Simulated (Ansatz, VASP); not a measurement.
# One calculation of BaTiO3, two programs

Contents of INCAR:

```
ALGO = Normal ; EDIFF = 1E-8
ENCUT = 520 ; GGA = PE
ISIF = 2 ; ISMEAR = -1
LASPH = True ; LCHARG = False
LEFG = True ; LREAL = False
LWAVE = False ; NBANDS = 28
NELM = 60 ; PREC = Accurate
SIGMA = 0.08
```

KPOINTS

```
k-points
0
Gamma
  7 7 7
```

Contents of POSCAR:

```
BaTiO3
1.0
    4.0782473671      0.0000000000      0.0000000000
    0.0000000000      4.0782473671      0.0000000000
    0.0000000000      0.0000000000      4.0968043205
Ba Ti O
1 1 3
Direct
    0.0000000000      0.0000000000      0.0000000000
    0.5000000000      0.5000000000      0.4820000000
    0.5000000000      0.5000000000      0.0160000000
    0.5000000000      0.0000000000      0.5150000000
    0.0000000000      0.5000000000      0.5150000000
```

Input for Ansatz:

```yaml
crystal:
  lattice:
    - [4.0782473671, 0.0, 0.0]
    - [0.0, 4.0782473671, 0.0]
    - [0.0, 0.0, 4.0968043205]
  atoms:
    - { symbol: Ba, position: [0.0, 0.0, 0.0] }
    - { symbol: Ti, position: [0.5, 0.5, 0.482] }
    - { symbol: O, position: [0.5, 0.5, 0.016] }
    - { symbol: O, position: [0.5, 0.0, 0.515] }
    - { symbol: O, position: [0.0, 0.5, 0.515] }
kpoints:
  mp_grid: { grid: [7, 7, 7] }
scf:
  occupations: { method: fermi_dirac, width: 0.08 }
hamiltonian:
  xc: pbe
  pseudopotentials: { kind: all_electron, datasets: crystal }
output:
  forces: true
  stress: true
  eigenvalues: true
  efg: { contact_densities: true }
```

Change from the starting cell: volume scaled by 1.06, crystal datasets.

Alike in both runs: task electric field gradients; functional PBE; k mesh 7 × 7 × 7; occupations fermi-dirac, width 0.08 eV; no spin polarisation.

```csv
,VASP,Ansatz
version,VASP 6.6.1,Ansatz 0.2.0
potentials or method,"VASP PAW PBE potentials, release 64 (Ba_sv, Ti_sv, O), cutoff 520 eV","all-electron PAW with datasets made for the crystal, scalar-relativistic"
```

Ansatz gave:

| Quantity | Value |
| --- | --- |
| pressure (GPa) | -6.2 |
| traceless stress, the component that is largest in VASP (GPa) | 0.73 |
| rms of the force components (eV/Å) | 0.217 |
| size of Vzz on the site where it differs most (V/Å²) | 1.7 |

Task: What did VASP give for the same quantities?

Result: Pressure (GPa): -4.7; traceless stress, the component that is largest in VASP (GPa): 0.79; rms of the force components (eV/Å): 0.204; size of Vzz on the site where it differs most (V/Å²): 1.9.

Atom by atom the forces differ by 0.016 eV/Å (rms over components). Ansatz ran all-electron here, and VASP with PAW potentials.

Neither program's run includes spin-orbit coupling.
